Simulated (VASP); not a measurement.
# Al (Im-3m) in VASP: notebook, part 2 of 2

VASP 6.6.1.

**5. Single point, HSE06+D3(BJ)**

This run uses another cell than the first one, of 17.08 Å³/atom.

File POSCAR:

```
Al
1.0
   -1.6224269796      1.6224269796      1.6224269796
    1.6224269796     -1.6224269796      1.6224269796
    1.6224269796      1.6224269796     -1.6224269796
Al
1
Direct
    0.0000000000      0.0000000000      0.0000000000
```

File INCAR.step1:

```
SYSTEM = Al
PREC = Accurate
ENCUT = 520
EDIFF = 1E-5
ISMEAR = 1
SIGMA = 0.1
LREAL = .False.
LASPH = .True.
NELM = 60
ALGO = Normal
ISIF = 2
LWAVE = .True.
LCHARG = .False.
NBANDS = 8
GGA = PE
```

File INCAR.step2:

```
SYSTEM = Al
PREC = Accurate
ENCUT = 520
EDIFF = 1E-6
ISMEAR = 1
SIGMA = 0.1
LREAL = .False.
LASPH = .True.
NELM = 60
ALGO = Normal
ISIF = 2
LWAVE = .False.
LCHARG = .False.
GGA = PE
LHFCALC = .True.
HFSCREEN = 0.2079
PRECFOCK = Normal
IVDW = 12
VDW_S6 = 1.0
VDW_S8 = 2.31
VDW_A1 = 0.383
VDW_A2 = 5.685
NBANDS = 8
ISTART = 1
```

File KPOINTS:

```
regular mesh
0
Gamma
  8 8 8
  0 0 0
```

Potentials or basis: VASP PAW PBE potentials, release 64 (Al).

Run with:

```bash
$ cat potpaw_PBE.64/Al/POTCAR > POTCAR
$ cp INCAR.step1 INCAR
$ mpirun -np 1 vasp_std > vasp.out
$ cp INCAR.step2 INCAR
$ mpirun -np 1 vasp_std > vasp.out
```

OUTCAR:

```text
SYSTEM = Al
   PREC = Accurate
   ENCUT = 520
   EDIFF = 1E-6
   ISMEAR = 1
   LREAL = .False.
   LASPH = .True.
   NELM = 60
   ISIF = 2
   GGA = PE
   LHFCALC = .True.
   HFSCREEN = 0.2079
   PRECFOCK = Normal
   IVDW = 12
   ISTART = 1
 IVDW          = 12

 ion  position               nearest neighbor table
   1  0.000  0.000  0.000-

  LATTYP: Found a body centered cubic cell.
 ALAT       =     3.2448539592

  Lattice vectors:

 A1 = (  -1.6224269796,   1.6224269796,   1.6224269796)
 A2 = (   1.6224269796,  -1.6224269796,   1.6224269796)
 A3 = (   1.6224269796,   1.6224269796,  -1.6224269796)

Analysis of symmetry for initial positions (statically):
=====================================================================
 Subroutine PRICEL returns:
 Original cell was already a primitive cell.

 Routine SETGRP: Setting up the symmetry group for a
 body centered cubic supercell.

 Subroutine GETGRP returns: Found 48 space group operations
 (whereof 48 operations were pure point group operations)
 out of a pool of 48 trial point group operations.

The static configuration has the point symmetry O_h .

Analysis of symmetry for dynamics (positions and initial velocities):
=====================================================================
 Subroutine PRICEL returns:
 Original cell was already a primitive cell.

 Routine SETGRP: Setting up the symmetry group for a
 body centered cubic supercell.

 Subroutine GETGRP returns: Found 48 space group operations
 (whereof 48 operations were pure point group operations)
 out of a pool of 48 trial point group operations.

The dynamic configuration has the point symmetry O_h .

 Subroutine INISYM returns: Found 48 space group operations
 (whereof 48 operations are pure point group operations),
 and found     1 'primitive' translations

----------------------------------------------------------------------------------------

                                     Primitive cell

  volume of cell :      17.0827

  direct lattice vectors                    reciprocal lattice vectors
    -1.622426980  1.622426980  1.622426980     0.000000000  0.308180279  0.308180279
     1.622426980 -1.622426980  1.622426980     0.308180279  0.000000000  0.308180279
     1.622426980  1.622426980 -1.622426980     0.308180279  0.308180279  0.000000000

  length of vectors
     2.810125960  2.810125960  2.810125960     0.435832731  0.435832731  0.435832731

  position of ions in fractional coordinates (direct lattice)
     0.000000000  0.000000000  0.000000000

  ion indices of the primitive-cell ions
   primitive index   ion index
                 1           1

----------------------------------------------------------------------------------------

 KPOINTS: regular mesh

Automatic generation of k-mesh.
 Grid dimensions read from file:
 generate k-points for:    8    8    8

 Generating k-lattice:

  Cartesian coordinates                     Fractional coordinates (reciprocal lattice)
[... 39 lines left out ...]
 -0.250000  0.250000  0.250000      6.000000
 -0.375000  0.375000  0.250000     24.000000
 [... further k-points ...]
   k-points           NKPTS =     29   k-points in BZ     NKDIM =    512   number of bands    NBANDS=      8
   number of dos      NEDOS =    301   number of ions     NIONS =      1
   total plane-waves  NPLWV =  13824
   dimension x,y,z NGX =    24 NGY =   24 NGZ =   24
   dimension x,y,z NGXF=    48 NGYF=   48 NGZF=   48
   ions per type =               1
   NGX,Y,Z   is equivalent  to a cutoff of  14.20, 14.20, 14.20 a.u.
   NGXF,Y,Z  is equivalent  to a cutoff of  28.40, 28.40, 28.40 a.u.
 SYSTEM =  Al
   PREC   = accura    normal or accurate (medium, high low for compatibility)
   ISTART =      1    job   : 0-new  1-cont  2-samecut
   ICHARG =      0    charge: 1-file 2-atom 10-const
   ISPIN  =      1    spin polarized calculation?
   LNONCOLLINEAR =      F non collinear calculations
   LSORBIT =      F    spin-orbit coupling
   LASPH  =      T    aspherical Exc in radial PAW
   ENCUT  =  520.0 eV  38.22 Ry    6.18 a.u.   5.22  5.22  5.22*2*pi/ulx,y,z
   NELM   =     60;   NELMIN=  2; NELMDL=  0     # of ELM steps
   EDIFF  = 0.1E-05   stopping-criterion for ELM
   LREAL  =      F    real-space projection
   EDIFFG = 0.1E-04   stopping-criterion for IOM
   NSW    =      0    number of steps for IOM
   IBRION =     -1    ionic relax: 0-MD 1-quasi-New 2-CG
   NFREE  =      0    steps in history (QN), initial steepest desc. (CG)
   ISIF   =      2    stress and relaxation
   ISYM   =      3    0-nonsym 1-usesym 2-fastsym
   POTIM  = 0.5000    time-step for ionic-motion
   TEBEG  =    0.0;   TEEND  =   0.0 temperature during run
   PSTRESS=    0.0 pullay stress
   NELECT =       3.0000    total number of electrons
   NUPDOWN=      -1.0000    fix difference up-down
   EMIN   =  10.00;   EMAX   =-10.00  energy-range for DOS
   EFERMI =   0.00;   METHOD = LEGACY
   ISMEAR =     1;   SIGMA  =   0.10  broadening in eV -4-tet -1-fermi 0-gaus
   EFERMI_NEDOS =   21; number of points for ismear=-14 and -15
   IALGO  =     38    algorithm
   IMIX   =      1    mixing-type and parameters
     AMIX     =   0.40;   BMIX     =  1.00
     AMIX_MAG =   1.60;   BMIX_MAG =  1.00
  volume/ion in A,a.u.               =      17.08       115.28
  Fermi-wavevector in a.u.,A,eV,Ry     =   0.916776  1.732456 11.435411  0.840479
  Thomas-Fermi vector in A             =   2.041670
   LORBIT       =      0    0 simple, 1 ext, 2 COOP (PROOUT), +10 PAW based schemes
   GGA     = PE    functional components
   LHFCALC =     T    Hartree Fock is set to
   PRECFOCK=normal    Normal, Fast or Accurate (Low or Medium for compatibility)
   ENCUT4O =  -1.0   cutoff for four orbital integrals eV
   NKREDX  =     1    reduce k-point grid by
   NKREDY  =     1    reduce k-point grid by
   NKREDZ  =     1    reduce k-point grid by
   AEXX    =    0.2500 exact exchange contribution
   HFSCREEN=    0.2079 screening length (either q_TF or 0.3 A-1)
   HFSCREENC=   0.2079 screening length for correlation (either q_TF or 0.3 A-1)
   ENCUTFOCK=  -1.0 apply spherical cutoff to Coloumb kernel
   IVDW    =    12    specifies the selected vdW correction
   LEPSILON=     F    determine dielectric tensor
   LRPA    =     F    only Hartree local field effects (RPA)
 non-spin polarized calculation
 Methfessel and Paxton  Order N= 1 SIGMA  =   0.10
  energy-cutoff  :      520.00
  volume of cell :       17.08
 maximum number of plane-waves:       471
 NGX is ok and might be reduce to    24
  NGX = 16; NGY = 16; NGZ = 16

 number of electron       3.0000000 magnetization

 Free energy of the ion-electron system (eV)
  ---------------------------------------------------
  ext. energy  EPLUGINS =         0.00000000
  ---------------------------------------------------
  free energy    TOTEN  =        -3.94850365 eV

  energy without entropy =       -3.94875699  energy(sigma->0) =       -3.94858810

 E-fermi :   7.7973     XC(G=0):  -8.3194

 val. band max:        7.6986368409   @ k =   0.2500   0.2500   0.1250
 cond. band min:       7.8508689774   @ k =  -0.3750   0.3750   0.1250
 fundamental gap:      0.1522321365
 Fermi energy:         7.7972780628

 k-point     1 :       0.0000    0.0000    0.0000
  band No.  band energies     occupation
      1      -4.7954      2.00000
      2      21.8213      0.00000
      3      21.8213      0.00000
      4      21.8213      0.00000
      5      22.9867      0.00000
      6      22.9867      0.00000
      7      22.9867      0.00000
      8      24.7931      0.00000
[... 243 lines left out ...]
 k-point    24 :      -0.3750    0.3750    0.2500
  band No.  band energies     occupation
      1       1.5822      2.00000
      2       9.1790     -0.00000
      3      11.8918      0.00000
      4      14.0700      0.00000
      5      16.7469      0.00000
      6      22.8822      0.00000
      7      25.0352      0.00000
      8      27.9448      0.00000

 [... further k-points ...]

------------------------ aborting loop because EDIFF is reached ----------------------------------------

 Edisp (eV)   -0.41646

 E8    (eV) :    -0.2777

  FORCE on cell =-STRESS in cart. coord.  units (eV):
  Direction    XX          YY          ZZ          XY          YZ          ZX
  --------------------------------------------------------------------------------------
  -------------------------------------------------------------------------------------
  Total      -0.50155    -0.50155    -0.50155    -0.00000     0.00000    -0.00000
  in kB     -47.04042   -47.04042   -47.04042    -0.00000     0.00000    -0.00000
  external pressure =      -47.04 kB  Pullay stress =        0.00 kB

 VOLUME and BASIS-vectors are now :
 -----------------------------------------------------------------------------
  energy-cutoff  :      520.00
  volume of cell :       17.08
      direct lattice vectors                 reciprocal lattice vectors
    -1.622426980  1.622426980  1.622426980     0.000000000  0.308180279  0.308180279
     1.622426980 -1.622426980  1.622426980     0.308180279  0.000000000  0.308180279
     1.622426980  1.622426980 -1.622426980     0.308180279  0.308180279  0.000000000

 POSITION                                       TOTAL-FORCE (eV/Angst)
 -----------------------------------------------------------------------------------
      0.00000      0.00000      0.00000         0.000000      0.000000      0.000000
 -----------------------------------------------------------------------------------
    total drift:                               -0.000000     -0.000000      0.000000

  FREE ENERGIE OF THE ION-ELECTRON SYSTEM (eV)
  ---------------------------------------------------
  free  energy   TOTEN  =        -4.3649621624 eV

  energy  without entropy=       -4.3652154974  energy(sigma->0) =       -4.36504661
```

Wall time 4.6 min (1 thread of AMD EPYC 7R13 (Zen 3), shared host); peak memory 0.22 GiB.

What came out:

```yaml
Free_energy: -4.3650 eV
Pressure: -4.7 GPa
Band_gap_on_the_k_mesh: zero (an odd number of electrons rules out a gap without spin polarisation)
Dispersion_energy_per_atom: -0.416 eV
```

Caveat: three body term missing; the cell stands under tension; the PAW data sets were made with another functional, which shifts forces and pressure a little.

**6. Overview**

| cell | gap on the mesh (eV) | pressure (GPa) |
| --- | --- | --- |
| a = 2.756 Å, angles 109.5°, 1 atom | none | -0.9 |
| a = 2.774 Å, angles 109.5°, 1 atom | none | -2.2 |
| a = 2.792 Å, angles 109.5°, 1 atom | none | -3.5 |
| a = 2.810 Å, angles 109.5°, 1 atom | none | -4.7 |

Alike in all rows: task single point; level HSE06+D3(BJ); potentials or basis VASP PAW PBE potentials, release 64 (Al); no spin polarisation; k mesh 8 × 8 × 8; cutoff (eV) 520; smearing methfessel-paxton 0.1 eV.

Caveats: three body term missing; the PAW data sets were made with another functional, which shifts forces and pressure a little; the cell stands under tension (at least some runs).

Total energies depend on the potentials used, so only differences within one code and one set of settings carry meaning.

The gap in the log of VASP goes by the Fermi energy; the results here count the filled bands.